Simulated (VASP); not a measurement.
Input of a VASP 6.6.1 run:

Contents of INCAR:

```
SYSTEM = Cu
PREC = Accurate
ENCUT = 700
EDIFF = 1E-6
ISMEAR = -1
SIGMA = 0.05
LREAL = .FALSE.
LASPH = .TRUE.
NELM = 120
ALGO = Normal
ISIF = 2
LWAVE = .FALSE.
LCHARG = .FALSE.
GGA = PS
NBANDS = 46
GGA_COMPAT = .FALSE.
```

The input KPOINTS:

```
regular mesh
0
G
  12 12 4
  0 0 0
```

POSCAR

```
Cu
1.0
    2.5640673725      0.0000000000      0.0000000000
   -1.2820336863      2.2205474816      0.0000000000
    0.0000000000      0.0000000000      8.3705356409
Cu
4
Direct
    0.6666666667      0.3333333333      0.7500000000
    0.0000000000      0.0000000000      0.5000000000
    0.3333333333      0.6666666667      0.2500000000
    0.0000000000      0.0000000000      0.0000000000
```

Potentials or basis: VASP PAW PBE potentials, release 64 (Cu_sv_GW).

The run is started by

```console
$ cat potpaw_PBE.64/Cu_sv_GW/POTCAR > POTCAR
$ mpirun -np 1 vasp_std > vasp.out
```

Q: Predict the band gap on the k mesh.

A: Zero (band 38 reaches 10.60 eV, above the bottom of band 39 at 5.56 eV).

Q: Predict the pressure.

A: -11.9 GPa.

Stress tensor (GPa, compression positive):
```
-11.70   0.00   0.00
  0.00 -11.70   0.00
  0.00   0.00 -12.20
```

Caveat: the PAW data sets were made with another functional, which shifts forces and pressure a little.
